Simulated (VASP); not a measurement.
# Al3InAs4 (P1) in VASP: relaxation of cell and atoms with PBE

Aim: the relaxation of cell and atoms of Al3InAs4 with PBE.

Program: VASP 6.6.1. These are calculated values, not measurements. Logs are shortened: lines on timing, memory, paths and dates and some standing lists are left out, and cuts for length are marked.

## Step 1: The cell of the first run

The typed cell holds 8 atoms: a = 5.629 Å, b = 5.807 Å, c = 5.633 Å, α = 87.29°, β = 91.35°, γ = 88.66°.

## Step 2: Relaxation of cell and atoms, PBE

INCAR reads:

```
SYSTEM = Al3InAs4
PREC     = Accurate       ! precision mode
ENCUT    = 600            ! plane-wave cutoff, eV
EDIFF    = 1E-7           ! SCF threshold, eV
ISMEAR   = 0              ! smearing method
SIGMA    = 0.1            ! smearing width, eV
LREAL    = .FALSE.        ! projectors in reciprocal space
LASPH    = .TRUE.         ! aspherical terms in the spheres
NELM     = 100            ! most SCF steps
ALGO     = Normal         ! electronic algorithm
ISIF     = 3              ! what is computed and relaxed
LWAVE    = .FALSE.        ! write WAVECAR
LCHARG   = .FALSE.        ! write CHGCAR
GGA      = PE             ! functional
IBRION   = 2              ! ionic algorithm
NSW      = 80             ! ionic steps
EDIFFG   = -0.025         ! ionic threshold
```

KPOINTS reads:

```
Automatic mesh
0
G
  2 2 2
  0 0 0
```

POSCAR reads:

```
Al3InAs4
1.0
    5.6282695632      0.0678601058     -0.0671685423
    0.0678601058      5.8053985187      0.1354822153
   -0.0671685423      0.1354822153      5.6308362796
Al In As
3 1 4
Direct
    0.4991213848      0.0073085039      0.0059951287
    0.0031683492     -0.0086772460      0.5018937110
   -0.0122466489      0.5015872552     -0.0131681480
    0.5138466214      0.5046502534      0.5080031802
    0.7656762192      0.2339652350      0.7633933551
    0.7559828565      0.7652414424      0.2349435103
    0.2360877081      0.2318064187      0.2394712801
    0.2383635097      0.7641181374      0.7594679826
```

Potentials or basis: VASP PAW PBE potentials, release 64 (Al, In_d, As).

Command:

```
$ cat potpaw_PBE.64/Al/POTCAR potpaw_PBE.64/In_d/POTCAR potpaw_PBE.64/As/POTCAR > POTCAR
$ mpirun -np 1 vasp_std > vasp.out
```

OUTCAR:

```text
SYSTEM = Al3InAs4
   PREC = Accurate
   ENCUT = 600
   EDIFF = 1E-7
   ISMEAR = 0
   LREAL = .FALSE.
   LASPH = .TRUE.
   NELM = 100
   ISIF = 3
   GGA = PE
   IBRION = 2
   NSW = 80
   EDIFFG = -0.025

 ion  position               nearest neighbor table
   1  0.499  0.007  0.006-   6 2.32   7 2.41   5 2.42   8 2.50
   2  0.003  0.991  0.502-   8 2.29   7 2.42   6 2.47   5 2.48
   3  0.988  0.502  0.987-   5 2.40   8 2.44   7 2.45   6 2.49
   4  0.514  0.505  0.508-   5 2.48   6 2.55   8 2.62   7 2.73
   5  0.766  0.234  0.763-   3 2.40   1 2.42   4 2.48   2 2.48
   6  0.756  0.765  0.235-   1 2.32   2 2.47   3 2.49   4 2.55
   7  0.236  0.232  0.239-   1 2.41   2 2.42   3 2.45   4 2.73
   8  0.238  0.764  0.759-   2 2.29   3 2.44   1 2.50   4 2.62

  LATTYP: Found a triclinic cell.
 ALAT       =     7.8690273449
 B/A-ratio  =     0.7153462750
 C/A-ratio  =     1.0521198900
 COS(alpha) =     0.0004232656
 COS(beta)  =     0.5110406952
 COS(gamma) =     0.6984807713

  Lattice vectors:

 A1 = (   5.5611010209,   0.2033423211,   5.5636677373)
 A2 = (   5.6282695632,   0.0678601058,  -0.0671685423)
 A3 = (   0.0006915635,   5.9408807340,   5.7663184949)

Analysis of symmetry for initial positions (statically):
=====================================================================
 Subroutine PRICEL returns:
 Original cell was already a primitive cell.

 Routine SETGRP: Setting up the symmetry group for a
 triclinic supercell.

 Subroutine GETGRP returns: Found  1 space group operations
 (whereof  1 operations were pure point group operations)
 out of a pool of  2 trial point group operations.

The static configuration has the point symmetry C_1 .

Analysis of symmetry for dynamics (positions and initial velocities):
=====================================================================
 Subroutine PRICEL returns:
 Original cell was already a primitive cell.

 Routine SETGRP: Setting up the symmetry group for a
 triclinic supercell.

 Subroutine GETGRP returns: Found  1 space group operations
 (whereof  1 operations were pure point group operations)
 out of a pool of  2 trial point group operations.

The dynamic configuration has the point symmetry C_1 .

 Subroutine INISYM returns: Found  1 space group operations
 (whereof  1 operations are pure point group operations),
 and found     1 'primitive' translations

----------------------------------------------------------------------------------------

                                     Primitive cell

  volume of cell :     183.8272

  direct lattice vectors                    reciprocal lattice vectors
     5.628269563  0.067860106 -0.067168542     0.177726074 -0.002128136  0.002171245
     0.067860106  5.805398519  0.135482215    -0.002128136  0.172375723 -0.004172877
    -0.067168542  0.135482215  5.630836280     0.002171245 -0.004172877  0.177719816

  length of vectors
     5.629079399  5.807375688  5.632866433     0.177752077  0.172439357  0.177782059

  position of ions in fractional coordinates (direct lattice)
     0.499121385  0.007308504  0.005995129
     0.003168349  0.991322754  0.501893711
     0.987753351  0.501587255  0.986831852
     0.513846621  0.504650253  0.508003180
     0.765676219  0.233965235  0.763393355
     0.755982856  0.765241442  0.234943510
     0.236087708  0.231806419  0.239471280
     0.238363510  0.764118137  0.759467983

  ion indices of the primitive-cell ions
   primitive index   ion index
                 1           1
                 2           2
                 3           3
                 4           4
                 5           5
                 6           6
                 7           7
                 8           8

----------------------------------------------------------------------------------------

 KPOINTS: Automatic mesh

Automatic generation of k-mesh.
 Grid dimensions read from file:
 generate k-points for:    2    2    2

 Generating k-lattice:

  Cartesian coordinates                     Fractional coordinates (reciprocal lattice)
     0.088863037 -0.001064068  0.001085623     0.500000000  0.000000000  0.000000000
    -0.001064068  0.086187861 -0.002086439     0.000000000  0.500000000  0.000000000
     0.001085623 -0.002086439  0.088859908     0.000000000  0.000000000  0.500000000

  Length of vectors
     0.088876038  0.086219678  0.088891029

  Shift w.r.t. Gamma in fractional coordinates (k-lattice)
     0.000000000  0.000000000  0.000000000

 Subroutine IBZKPT returns following result:
 ===========================================

 Found      8 irreducible k-points:

 Following reciprocal coordinates:
            Coordinates               Weight
  0.000000  0.000000  0.000000      1.000000
  0.500000 -0.000000  0.000000      1.000000
 -0.000000  0.500000  0.000000      1.000000
  0.500000  0.500000  0.000000      1.000000
  0.000000  0.000000  0.500000      1.000000
  0.500000  0.000000  0.500000      1.000000
  0.000000  0.500000  0.500000      1.000000
  0.500000  0.500000  0.500000      1.000000
   k-points           NKPTS =      8   k-points in BZ     NKDIM =      8   number of bands    NBANDS=     26
   number of dos      NEDOS =    301   number of ions     NIONS =      8
   total plane-waves  NPLWV = 110592
   dimension x,y,z NGX =    48 NGY =   48 NGZ =   48
   dimension x,y,z NGXF=    96 NGYF=   96 NGZF=   96
   ions per type =               3   1   4
   NGX,Y,Z   is equivalent  to a cutoff of  14.18, 13.74, 14.17 a.u.
   NGXF,Y,Z  is equivalent  to a cutoff of  28.35, 27.48, 28.33 a.u.
 SYSTEM =  Al3InAs4
   PREC   = accura    normal or accurate (medium, high low for compatibility)
   ISTART =      0    job   : 0-new  1-cont  2-samecut
   ICHARG =      2    charge: 1-file 2-atom 10-const
   ISPIN  =      1    spin polarized calculation?
   LNONCOLLINEAR =      F non collinear calculations
   LSORBIT =      F    spin-orbit coupling
   LASPH  =      T    aspherical Exc in radial PAW
   ENCUT  =  600.0 eV  44.10 Ry    6.64 a.u.  11.24 11.60 11.25*2*pi/ulx,y,z
   NELM   =    100;   NELMIN=  2; NELMDL= -5     # of ELM steps
   EDIFF  = 0.1E-06   stopping-criterion for ELM
   LREAL  =      F    real-space projection
   EDIFFG = -.3E-01   stopping-criterion for IOM
   NSW    =     80    number of steps for IOM
   IBRION =      2    ionic relax: 0-MD 1-quasi-New 2-CG
   NFREE  =      1    steps in history (QN), initial steepest desc. (CG)
   ISIF   =      3    stress and relaxation
   ISYM   =      2    0-nonsym 1-usesym 2-fastsym
   POTIM  = 0.5000    time-step for ionic-motion
   TEBEG  =    0.0;   TEEND  =   0.0 temperature during run
   PSTRESS=    0.0 pullay stress
   NELECT =      42.0000    total number of electrons
   NUPDOWN=      -1.0000    fix difference up-down
   EMIN   =  10.00;   EMAX   =-10.00  energy-range for DOS
   EFERMI =   0.00;   METHOD = LEGACY
   ISMEAR =     0;   SIGMA  =   0.10  broadening in eV -4-tet -1-fermi 0-gaus
   EFERMI_NEDOS =   21; number of points for ismear=-14 and -15
   IALGO  =     38    algorithm
   IMIX   =      4    mixing-type and parameters
     AMIX     =   0.40;   BMIX     =  1.00
     AMIX_MAG =   1.60;   BMIX_MAG =  1.00
  volume/ion in A,a.u.               =      22.98       155.07
  Fermi-wavevector in a.u.,A,eV,Ry     =   1.000817  1.891270 13.628065  1.001635
  Thomas-Fermi vector in A             =   2.133198
   LORBIT       =      0    0 simple, 1 ext, 2 COOP (PROOUT), +10 PAW based schemes
   GGA     = PE    functional components
   LHFCALC =     F    Hartree Fock is set to
   AEXX    =    0.0000 exact exchange contribution
   IVDW    =     0    specifies the selected vdW correction
   LEPSILON=     F    determine dielectric tensor
   LRPA    =     F    only Hartree local field effects (RPA)
 conjugate gradient relaxation of ions
 non-spin polarized calculation
 Gauss-broadening in eV      SIGMA  =   0.10
  energy-cutoff  :      600.00
  volume of cell :      183.83
 maximum number of plane-waves:      6150
 NGX is ok and might be reduce to    48
   NGX = 23   NGY = 23   NGZ = 23

--------------------------------------- Ionic step        1  -------------------------------------------

 number of electron      42.0000002 magnetization

 Free energy of the ion-electron system (eV)
  ---------------------------------------------------
  ext. energy  EPLUGINS =         0.00000000
  ---------------------------------------------------
  free energy    TOTEN  =       -34.63646067 eV

  energy without entropy =      -34.63646067  energy(sigma->0) =      -34.63646067

 E-fermi :   5.0209     XC(G=0):  -9.2139

 val. band max:        4.5594892952   @ k =   0.0000   0.0000   0.0000
 cond. band min:       5.6425645742   @ k =   0.0000   0.0000   0.0000
 fundamental gap:      1.0830752790
 Fermi energy:         5.0208696390

 k-point     1 :       0.0000    0.0000    0.0000
  band No.  band energies     occupation
      1      -9.8187      2.00000
      2      -9.7567      2.00000
      3      -9.7051      2.00000
      4      -9.6169      2.00000
      5      -9.6061      2.00000
      6      -7.6536      2.00000
[... 340 lines left out ...]
  FREE ENERGIE OF THE ION-ELECTRON SYSTEM (eV)
  ---------------------------------------------------
  free  energy   TOTEN  =       -35.2016484433 eV

  energy  without entropy=      -35.2016484433  energy(sigma->0) =      -35.20164844

[... ionic steps 4 to 11 ...]

--------------------------------------- Ionic step       12  -------------------------------------------

 number of electron      41.9999995 magnetization

------------------------ aborting loop because EDIFF is reached ----------------------------------------

  FORCE on cell =-STRESS in cart. coord.  units (eV):
  Direction    XX          YY          ZZ          XY          YZ          ZX
  --------------------------------------------------------------------------------------
  -------------------------------------------------------------------------------------
  Total        0.0291404      0.1325236      0.0350798     -0.0191386      0.0138588      0.0255637
  in kB        0.2344629      1.0662819      0.2822511     -0.1539886      0.1115075      0.2056852
  external PRESSURE =       0.5276653 kB  Pullay stress =       0.0000000 kB
[... 69 lines left out ...]
  energy  without entropy=      -35.2811982326  energy(sigma->0) =      -35.28119823

--------------------------------------- Ionic step       14  -------------------------------------------

 number of electron      41.9999991 magnetization

 Free energy of the ion-electron system (eV)
  ---------------------------------------------------
  ext. energy  EPLUGINS =         0.00000000
  ---------------------------------------------------
  free energy    TOTEN  =       -35.28150657 eV

  energy without entropy =      -35.28150657  energy(sigma->0) =      -35.28150657

 E-fermi :   4.1929     XC(G=0):  -8.8804

 val. band max:        3.7111774243   @ k =   0.0000   0.0000   0.0000
 cond. band min:       4.8330048667   @ k =   0.0000   0.0000   0.0000
 fundamental gap:      1.1218274424
 Fermi energy:         4.1929488780

 k-point     1 :       0.0000    0.0000    0.0000
  band No.  band energies     occupation
      1     -10.3324      2.00000
      2     -10.3313      2.00000
      3     -10.3307      2.00000
      4     -10.2175      2.00000
      5     -10.2174      2.00000
      6      -7.8836      2.00000
[... 256 lines left out ...]
  FREE ENERGIE OF THE ION-ELECTRON SYSTEM (eV)
  ---------------------------------------------------
  free  energy   TOTEN  =       -35.2815065749 eV

  energy  without entropy=      -35.2815065749  energy(sigma->0) =      -35.28150657

 reached required accuracy - stopping structural energy minimisation
```

Wall time 9.3 min (1 thread of Intel Xeon 6975P-C, shared host); peak memory 0.36 GiB.

Results:

```
Free energy                            : -35.2815 eV
Relaxed volume                         : 24.93 Å³/atom
Relaxed cell                           : a = 5.844 Å, b = 5.841 Å, c = 5.844 Å, α = 90.01°, β = 90.02°, γ = 90.01°
Space group after relaxing (to 0.05 Å) : P-43m (No. 215)
Energy gained by relaxing              : 80.6 meV/atom
Ionic steps                            : 14
Pressure after relaxing                : -0.1 GPa
Largest force after relaxing           : 0.023 eV/Å
Band gap on the k mesh                 : 1.12 eV, direct
```

Forces in eV/Å, atoms in the order of the input:
```
Al   0.003  0.010  0.002
Al   0.004  0.002 -0.001
Al  -0.003 -0.007 -0.005
In   0.001  0.007 -0.004
As  -0.002  0.018 -0.003
As  -0.005 -0.017  0.015
As  -0.003 -0.003 -0.003
As   0.005 -0.010  0.000
```

The path:
```tsv
step	energy change (eV)	largest force (eV/Å)	pressure (GPa)	volume (Å³)
1	0.0000	1.4429	6.64	183.83
2	-0.4133	0.7001	-2.82	210.06
3	-0.5652	0.6833	-0.17	199.78
4	-0.6181	0.3280	-0.31	200.14
5	-0.6307	0.1259	-0.37	200.41
6	-0.6383	0.1068	0.18	198.68
7	-0.6383	0.1067	0.18	198.69
8	-0.6408	0.0694	0.03	199.18
9	-0.6414	0.0680	-0.11	199.62
10	-0.6426	0.0638	0.00	199.29
11	-0.6427	0.0788	0.05	199.14
12	-0.6438	0.0551	0.05	199.13
13	-0.6447	0.0478	0.06	199.11
14	-0.6450	0.0227	-0.05	199.47
```

Final structure:
```
CELL_PARAMETERS angstrom
5.84356 0.00044 -0.00091
-0.00110 5.84128 -0.00183
-0.00099 0.00075 5.84364
ATOMIC_POSITIONS crystal
Al 0.49920 0.99976 0.99987
Al 0.99985 0.00015 0.49964
Al 0.00010 0.50015 0.00014
In 0.50088 0.49991 0.50048
As 0.76126 0.23816 0.76158
As 0.76093 0.76148 0.23841
As 0.23919 0.23939 0.23928
As 0.23859 0.76101 0.76059
```

Levels at points of the mesh, in eV from the valence-band top:
```
           k point  band 18  band 19  band 20  band 21  band 22  band 23  band 24  band 25
(0.00, 0.00, 0.00)    -2.04     0.00     0.00     0.00     1.12     1.61     1.61     1.61
(0.50, 0.00, 0.00)    -1.44    -1.44    -1.06    -1.06     2.35     2.61     3.24     3.40
(0.00, 0.50, 0.00)    -1.45    -1.45    -1.06    -1.06     2.35     2.61     3.24     3.41
(0.50, 0.50, 0.00)    -1.23    -0.87    -0.69    -0.68     2.92     2.93     3.04     3.53
(0.00, 0.00, 0.50)    -1.44    -1.44    -1.06    -1.06     2.35     2.61     3.24     3.40
(0.50, 0.00, 0.50)    -1.23    -0.88    -0.69    -0.69     2.92     2.92     3.04     3.53
(0.00, 0.50, 0.50)    -1.23    -0.87    -0.69    -0.68     2.92     2.93     3.04     3.53
(0.50, 0.50, 0.50)    -0.96    -0.50    -0.50    -0.50     1.39     1.75     1.76     1.76
```

Caveat: the k points lie up to 0.54 Å⁻¹ apart in the final cell; spin-orbit coupling is left out, which moves the levels of the heavy elements. PBE gaps usually lie below the measured ones, often by a third to a half.
